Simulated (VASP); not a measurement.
# Sn (I4_1/amd) in VASP: vibrations by perturbation theory with PBE

Aim: the vibrations by perturbation theory of Sn with PBE.

Everything below comes from runs of VASP 6.6.1. Logs are shortened: lines on timing, memory, paths and dates and some standing lists are left out, and cuts for length are marked.

### Step 1. The cell of the first run

The structure is tetragonal, space group I4_1/amd (No. 141). The conventional cell has a = 5.839 Å, b = 5.839 Å, c = 3.188 Å, α = 90.00°, β = 90.00°, γ = 90.00°. Within 4.0 Å of Sn (site symmetry -4m2) lie 10 Sn at 3.03 to 3.77 Å.

### Step 2. Vibrations by perturbation theory, PBE

Contents of INCAR:

```
PREC = Accurate
ENCUT = 520
EDIFF = 1E-8
ISMEAR = 1
SIGMA = 0.15
LREAL = False
LASPH = True
NELM = 100
ALGO = Normal
ISIF = 2
LWAVE = False
LCHARG = True
GGA = PE
IBRION = 8
NSW = 1
```

Contents of KPOINTS:

```
Automatic mesh
0
Gamma
  12 12 12
```

Contents of POSCAR:

```
Sn
1.0
   -2.9196400000      2.9196400000      1.5938000000
    2.9196400000     -2.9196400000      1.5938000000
    2.9196400000      2.9196400000     -1.5938000000
Sn
2
Direct
    0.0000000000      0.0000000000      0.0000000000
    0.7500000000      0.2500000000      0.5000000000
```

Potentials or basis: VASP PAW PBE potentials, release 64 (Sn_d).

The run is started by

```console
cat potpaw_PBE.64/Sn_d/POTCAR > POTCAR
mpirun -np 1 vasp_std > vasp.out
```

OUTCAR:

```text
PREC = Accurate
   ENCUT = 520
   EDIFF = 1E-8
   ISMEAR = 1
   LREAL = False
   LASPH = True
   NELM = 100
   ISIF = 2
   GGA = PE
   IBRION = 8
   NSW = 1

 ion  position               nearest neighbor table
   1  0.000  0.000  0.000-   2 3.03   2 3.03   2 3.03   2 3.03
   2  0.750  0.250  0.500-   1 3.03   1 3.03   1 3.03   1 3.03

  LATTYP: Found a body centered tetragonal cell.
 ALAT       =     5.8392800000
 C/A-ratio  =     0.5458892192

  Lattice vectors:

 A1 = (  -2.9196400000,   2.9196400000,   1.5938000000)
 A2 = (   2.9196400000,  -2.9196400000,   1.5938000000)
 A3 = (   2.9196400000,   2.9196400000,  -1.5938000000)

Analysis of symmetry for initial positions (statically):
=====================================================================
 Subroutine PRICEL returns:
 Original cell was already a primitive cell.

 Routine SETGRP: Setting up the symmetry group for a
 body centered tetragonal supercell.

 Subroutine GETGRP returns: Found 16 space group operations
 (whereof  8 operations were pure point group operations)
 out of a pool of 16 trial point group operations.

The static configuration has the point symmetry D_2d.
 The point group associated with its full space group is D_4h.

Analysis of symmetry for dynamics (positions and initial velocities):
=====================================================================
 Subroutine PRICEL returns:
 Original cell was already a primitive cell.

 Routine SETGRP: Setting up the symmetry group for a
 body centered tetragonal supercell.

 Subroutine GETGRP returns: Found 16 space group operations
 (whereof  8 operations were pure point group operations)
 out of a pool of 16 trial point group operations.

The dynamic configuration has the point symmetry D_2d.
 The point group associated with its full space group is D_4h.

 Subroutine INISYM returns: Found 16 space group operations
 (whereof  8 operations are pure point group operations),
 and found     1 'primitive' translations

----------------------------------------------------------------------------------------

                                     Primitive cell

  volume of cell :      54.3441

  direct lattice vectors                    reciprocal lattice vectors
    -2.919640000  2.919640000  1.593800000     0.000000000  0.171253990  0.313715648
     2.919640000 -2.919640000  1.593800000     0.171253990  0.000000000  0.313715648
     2.919640000  2.919640000 -1.593800000     0.171253990  0.171253990  0.000000000

  length of vectors
     4.425922943  4.425922943  4.425922943     0.357414937  0.357414937  0.242189716

  position of ions in fractional coordinates (direct lattice)
     0.000000000  0.000000000  0.000000000
     0.750000000  0.250000000  0.500000000

  ion indices of the primitive-cell ions
   primitive index   ion index
                 1           1
                 2           2

----------------------------------------------------------------------------------------

 KPOINTS: Automatic mesh

Automatic generation of k-mesh.
 Grid dimensions read from file:
 generate k-points for:   12   12   12

 Generating k-lattice:

  Cartesian coordinates                     Fractional coordinates (reciprocal lattice)
     0.000000000  0.014271166  0.026142971     0.083333333  0.000000000  0.000000000
     0.014271166  0.000000000  0.026142971     0.000000000  0.083333333  0.000000000
     0.014271166  0.014271166  0.000000000     0.000000000  0.000000000  0.083333333

  Length of vectors
     0.029784578  0.029784578  0.020182476

  Shift w.r.t. Gamma in fractional coordinates (k-lattice)
     0.000000000  0.000000000  0.000000000
[... 71 lines left out ...]
     AMIX_MAG =   1.60;   BMIX_MAG =  1.00
  volume/ion in A,a.u.               =      27.17       183.37
  Fermi-wavevector in a.u.,A,eV,Ry     =   1.312432  2.480136 23.435721  1.722477
  Thomas-Fermi vector in A             =   2.442824
   LORBIT       =      0    0 simple, 1 ext, 2 COOP (PROOUT), +10 PAW based schemes
   GGA     = PE    functional components
   LHFCALC =     F    Hartree Fock is set to
   AEXX    =    0.0000 exact exchange contribution
   IVDW    =     0    specifies the selected vdW correction
   LEPSILON=     F    determine dielectric tensor
   LRPA    =     F    only Hartree local field effects (RPA)
 non-spin polarized calculation
 Methfessel and Paxton  Order N= 1 SIGMA  =   0.15
  energy-cutoff  :      520.00
  volume of cell :       54.34
 maximum number of plane-waves:      1484
 NGX is ok and might be reduce to    36
   NGX = 17   NGY = 17   NGZ = 17

--------------------------------------- Ionic step        1  -------------------------------------------

 number of electron      27.9999999 magnetization

 Free energy of the ion-electron system (eV)
  ---------------------------------------------------
  ext. energy  EPLUGINS =         0.00000000
  ---------------------------------------------------
  free energy    TOTEN  =        -7.59526277 eV

  energy without entropy =       -7.59474877  energy(sigma->0) =       -7.59509144

 E-fermi :   7.9573     XC(G=0): -10.2994

 val. band max:        7.9548226862   @ k =  -0.4167   0.1667  -0.0000
 cond. band min:       7.9587564451   @ k =   0.4167   0.4167   0.0000
 fundamental gap:      0.0039337589
 Fermi energy:         7.9572825162

 k-point     1 :       0.0000    0.0000    0.0000
  band No.  band energies     occupation
      1     -13.6986      2.00000
      2     -13.6124      2.00000
      3     -13.5725      2.00000
      4     -13.5578      2.00000
      5     -13.4119      2.00000
      6     -13.4119      2.00000
[... 481 lines left out ...]
      5     -13.4610      2.00000
      6     -13.4333      2.00000
[... 10 lines left out ...]
     17      10.9710      0.00000
     18      13.3133      0.00000

 [... further k-points ...]
[... 5 lines left out ...]
  --------------------------------------------------------------------------------------
  -------------------------------------------------------------------------------------
  Total        0.8148610      0.8148610      0.6720565      0.0000000      0.0000000      0.0000000
  in kB       24.0237984     24.0237984     19.8136254      0.0000000      0.0000000      0.0000000
  external PRESSURE =      22.6204074 kB  Pullay stress =       0.0000000 kB

 VOLUME and BASIS-vectors are now :
 -----------------------------------------------------------------------------
  energy-cutoff  :      520.00
  volume of cell :       54.34
      direct lattice vectors                 reciprocal lattice vectors
    -2.919640000  2.919640000  1.593800000     0.000000000  0.171253990  0.313715648
     2.919640000 -2.919640000  1.593800000     0.171253990  0.000000000  0.313715648
     2.919640000  2.919640000 -1.593800000     0.171253990  0.171253990  0.000000000

 POSITION                                       TOTAL-FORCE (eV/Angst)
 -----------------------------------------------------------------------------------
      0.00000      0.00000      0.00000        -0.000000     -0.000000      0.000000
     -0.00000      2.91964      0.79690         0.000000      0.000000     -0.000000
 -----------------------------------------------------------------------------------
    total drift:                               -0.000000      0.000000     -0.000000

  FREE ENERGIE OF THE ION-ELECTRON SYSTEM (eV)
  ---------------------------------------------------
  free  energy   TOTEN  =        -7.5952627665 eV

  energy  without entropy=       -7.5947487746  energy(sigma->0) =       -7.59509144

[... ionic steps 2 to 3 ...]

--------------------------------------- Ionic step        4  -------------------------------------------

------------------------ aborting loop because EDIFF is reached ----------------------------------------

[... ionic steps 5 to 5 ...]

--------------------------------------- Ionic step        6  -------------------------------------------

 Free energy of the ion-electron system (eV)
  ---------------------------------------------------
  ---------------------------------------------------
  free energy    TOTEN  =        -0.20998631 eV

  energy without entropy =       -0.20998631

------------------------ aborting loop because EDIFF is reached ----------------------------------------

 INTERNAL STRAIN TENSOR  FOR ION    1  DIRECTION 3   (eV/Angst):
 -----------------------------------------------------------------------------
    -3.10000  0.00000  0.00000
     0.00000  3.09468  0.00000
     0.00000  0.00000  0.00008

 INTERNAL STRAIN TENSOR FOR ION    2 for displacements in x,y,z  (eV/Angst):
          X           Y           Z          XY          YZ          ZX
  --------------------------------------------------------------------------------
  x     0.00000     0.00000     0.00000     0.00000     0.00000     2.46613
  y     0.00000     0.00000     0.00000     0.00000    -2.27284     0.00000
  z     3.09734    -3.09734     0.00000     0.00000     0.00000     0.00000

 SECOND DERIVATIVES (NOT SYMMETRIZED)
 ------------------------------------
               1X          1Y          1Z          2X          2Y          2Z
  1X    -3.989385    0.000000    0.000000    3.989385    0.000000    0.000000
  1Y     0.000000   -3.989385    0.000000    0.000000    3.989385    0.000000
  1Z     0.000000    0.000000   -0.382917    0.000000    0.000000    0.382917
  2X     3.989385    0.000000    0.000000   -3.989385    0.000000    0.000000
  2Y     0.000000    3.989385    0.000000    0.000000   -3.989385    0.000000
  2Z     0.000000    0.000000    0.382917    0.000000    0.000000   -0.382917

 Eigenvectors and eigenvalues of the dynamical matrix
 ----------------------------------------------------

   1 f  =    4.052985 THz    25.465658 2PiTHz  135.193037 cm-1    16.761793 meV
             X         Y         Z           dx          dy          dz
      0.000000  0.000000  0.000000     0.707107    0.000000    0.000000
     -0.000000  2.919640  0.796900    -0.707107    0.000000    0.000000
[... 21 lines left out ...]
   6 f  =    0.000000 THz     0.000000 2PiTHz    0.000000 cm-1     0.000000 meV
             X         Y         Z           dx          dy          dz
      0.000000  0.000000  0.000000     0.707107    0.000000    0.000000
     -0.000000  2.919640  0.796900     0.707107    0.000000    0.000000

--------------------------------------------------------------------------------------------------------

 ELASTIC MODULI CONTR FROM IONIC RELAXATION (kBar)
 Direction    XX          YY          ZZ          XY          YZ          ZX
 --------------------------------------------------------------------------------
 XX        -738.6378    738.6378      0.0000      0.0000      0.0000      0.0000
 YY         738.6378   -738.6378      0.0000      0.0000     -0.0000     -0.0000
 ZZ           0.0000      0.0000      0.0000      0.0000      0.0000      0.0000
 XY           0.0000      0.0000      0.0000      0.0000      0.0000      0.0000
 YZ           0.0000     -0.0000      0.0000      0.0000    -38.1761      0.0000
 ZX           0.0000     -0.0000      0.0000      0.0000      0.0000    -44.9453
 --------------------------------------------------------------------------------
```

Wall time 21 min (1 thread of Intel Xeon Platinum 8259CL at 2.50GHz (Skylake/Cascade Lake), shared host); peak memory 0.93 GiB.

Results:

```yaml
Highest_phonon_frequency_at_Γ: 135 cm⁻¹
```

Phonon frequencies in cm⁻¹ (negative: imaginary):
| q point | frequencies |
| --- | --- |
| (0.000, 0.000, 0.000) | 0 0 0 42 135 135 |

Caveat: the cell stands under pressure or tension, which shifts response properties; spin-orbit coupling is left out, which moves the levels of the heavy elements.
